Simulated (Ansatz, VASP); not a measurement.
**Cd2Se3: VASP beside Ansatz**

```
CELL_PARAMETERS angstrom
4.30000 0.00000 0.00000
-2.15000 3.72391 0.00000
0.00000 0.00000 9.40000
ATOMIC_POSITIONS crystal
Cd 0.33333 0.66667 0.09400
Cd 0.00000 0.00000 0.46700
Se 0.33333 0.66667 0.37300
Se 0.00000 0.00000 0.00000
Se 0.00000 0.00000 0.74700
```

Alike in both runs: task relaxation of cell and atoms; functional PBE; k mesh 4 × 4 × 2; occupations gaussian, width 0.2 eV; no spin polarisation.

```csv
,VASP,Ansatz
version,VASP 6.6.1,Ansatz 0.2.0
potentials or method,"VASP PAW PBE potentials, release 64 (Cd, Se), cutoff 600 eV","scalar-relativistic, plane waves, PAW"
valence electrons in the cell,42,88
```

VASP gave:

* gap on the k mesh at the Fermi level, each at its own relaxed structure (eV): none
* relaxed volume (Å³/atom): 32.60
* relaxed length of the cell vector where the two differ most in proportion (Å): 9.565

Q: What did Ansatz give for the same quantities?

A: gap on the k mesh at the Fermi level, each at its own relaxed structure (eV): none; relaxed volume (Å³/atom): 32.43; relaxed length of the cell vector where the two differ most in proportion (Å): 9.485.

A gap of «none» marks a metal or a gap that the smearing closes. VASP's potentials hold 42 valence electrons a cell and Ansatz's 88, so a difference there can come from the potentials and not from the codes.

The k mesh is coarse, so the values compare programs but aren't converged.
